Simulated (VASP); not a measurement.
Set up this calculation in VASP 6.6.1, as the native input.

```
Task                   : single point
Functional             : PBE
Dispersion             : D4
Potentials or basis    : VASP PAW PBE potentials, release 64 (Se, Zn)
Cutoff                 : 520 eV
k mesh                 : 8 × 8 × 8
Occupations            : fermi-dirac, width 0.05 eV
Spin                   : no spin polarisation
Dipole correction      : no
Further INCAR settings : ALGO = Normal; EDIFF = 1e-07; NBANDS = 16
```

The structure of ZnSe (Stilleite) lies in POSCAR:

```
ZnSe
1.0
    0.0000000000      2.7955007105      2.7955007105
    2.7955007105      0.0000000000      2.7955007105
    2.7955007105      2.7955007105      0.0000000000
Se Zn
1 1
Direct
    0.7500000000      0.7500000000      0.7500000000
    0.0000000000      0.0000000000      0.0000000000
```

One way to write it, as run:

INCAR

```
PREC = Accurate ; ENCUT = 520
EDIFF = 1E-7 ; ISMEAR = -1
SIGMA = 0.05 ; LREAL = F
LASPH = T ; NELM = 80
ALGO = Normal ; ISIF = 2
LWAVE = F ; LCHARG = T
GGA = PE ; IVDW = 13
LELF = T ; LVHAR = T
NBANDS = 16
```

KPOINTS

```
Automatic mesh
0
Gamma
  8 8 8
```

Potentials or basis: VASP PAW PBE potentials, release 64 (Se, Zn).

Launch:

```console
$ cat potpaw_PBE.64/Se/POTCAR potpaw_PBE.64/Zn/POTCAR > POTCAR
$ mpirun -np 1 vasp_std > vasp.out
```

It gave:

```
Pressure                   : 2.8 GPa
Band gap on the k mesh     : 1.46 eV, direct
Dispersion energy per atom : -0.331 eV
```

Wall time 19 s on 1 thread of Intel(R) Xeon(R) Platinum 8488C (Sapphire Rapids) (shared host), peak memory 0.17 GiB.
